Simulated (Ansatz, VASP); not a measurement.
## Two plane-wave programs on ZnW2

```
Zn W
1.0
     0.00000    3.74147    3.74147
     3.74147    0.00000    3.74147
     3.74147    3.74147    0.00000
Zn W
2 4
Direct
  0.00000 0.00000 0.00000
  0.25000 0.25000 0.25000
  0.62500 0.62500 0.62500
  0.12500 0.62500 0.62500
  0.62500 0.62500 0.12500
  0.62500 0.12500 0.62500
```

Alike in both runs: functional PBE; k mesh 4 × 4 × 4; occupations gaussian, width 0.1 eV; no spin polarisation.

Ansatz relaxed the structure, and its values are those at the end. VASP's run is a single point on that final structure, the one shown.

|  | VASP | Ansatz |
| --- | --- | --- |
| version | VASP 6.6.1 | Ansatz 0.2.0 |
| potentials or method | VASP PAW PBE potentials, release 64 (Zn, W_sv), cutoff 520 eV | scalar-relativistic, plane waves, PAW |
| valence electrons in the cell | 80 | 80 |

Ansatz gave:

| Item | Value |
| --- | --- |
| gap on the k mesh at the Fermi level (eV) | none |
| pressure (GPa) | 0.0 |

Question: What did VASP give for the same quantities?

Answer: gap on the k mesh at the Fermi level (eV): none; pressure (GPa): 0.5.

A gap of «none» marks a metal or a gap that the smearing closes. The functional is the same, so the differences come from potentials, cutoffs and numerics.

The k mesh is coarse, so the values compare programs but aren't converged. Neither program's run includes spin-orbit coupling.
